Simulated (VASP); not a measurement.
Set up this calculation in VASP 6.6.1, as the native input.

```
Task                   : single point
Functional             : PBE
Potentials or basis    : VASP PAW PBE potentials, release 64 (Te, Mo_sv)
Cutoff                 : 520 eV
k mesh                 : 9 × 9 × 1
Occupations            : gaussian, width 0.05 eV
Spin                   : no spin polarisation
Dipole correction      : no
Further INCAR settings : ALGO = Normal; EDIFF = 1e-06; NBANDS = 35
```

The structure of Te2Mo lies in POSCAR:

```
Te2Mo
1.0
    3.5549909197      0.0000000000      0.0000000000
   -1.7774954599      3.0787124467      0.0000000000
    0.0000000000      0.0000000000     35.0365360304
Te Mo
4 2
Direct
    0.3333333333      0.6666666667      0.4499597225
    0.3106328534      0.6666666667      0.9483984951
    0.3560338133      0.6666666667      0.0516015049
    0.3333333333      0.6666666667      0.5500402775
    0.0000000000      0.0000000000      0.0000000000
    0.0000000000      0.0000000000      0.5000000000
```

This cell differs from its parent crystal: atoms displaced along several vibrational modes.

One way to write it, as run:

INCAR

```
PREC     = Accurate       # precision mode
ENCUT    = 520            # plane-wave cutoff, eV
EDIFF    = 1E-6           # SCF threshold, eV
ISMEAR   = 0              # smearing method
SIGMA    = 0.05           # smearing width, eV
LREAL    = F              # projectors in reciprocal space
LASPH    = T              # aspherical terms in the spheres
NELM     = 100            # most SCF steps
ALGO     = Normal         # electronic algorithm
ISIF     = 2              # what is computed and relaxed
LWAVE    = F              # write WAVECAR
LCHARG   = F              # write CHGCAR
GGA      = PE             # functional
NBANDS   = 35             # bands
```

KPOINTS

```
regular mesh
0
Gamma
  9 9 1
```

Potentials or basis: VASP PAW PBE potentials, release 64 (Te, Mo_sv).

The run is started by

```console
$ cat potpaw_PBE.64/Te/POTCAR potpaw_PBE.64/Mo_sv/POTCAR > POTCAR
$ mpirun -np 1 vasp_std > vasp.out
```

It gave:

| Property | Result |
| --- | --- |
| Largest force | 0.799 eV/Å |
| Band gap on the k mesh | 0.89 eV |

Caveat: the cell differs from its parent crystal (atoms displaced along several vibrational modes); there is no dipole correction, which matters where the two faces differ; spin-orbit coupling is left out, which moves the levels of the heavy elements.

It took 7 min on 1 thread of AMD EPYC 9R45 96-Core Processor (Zen 5), with other jobs on the host, peak memory 0.63 GiB.
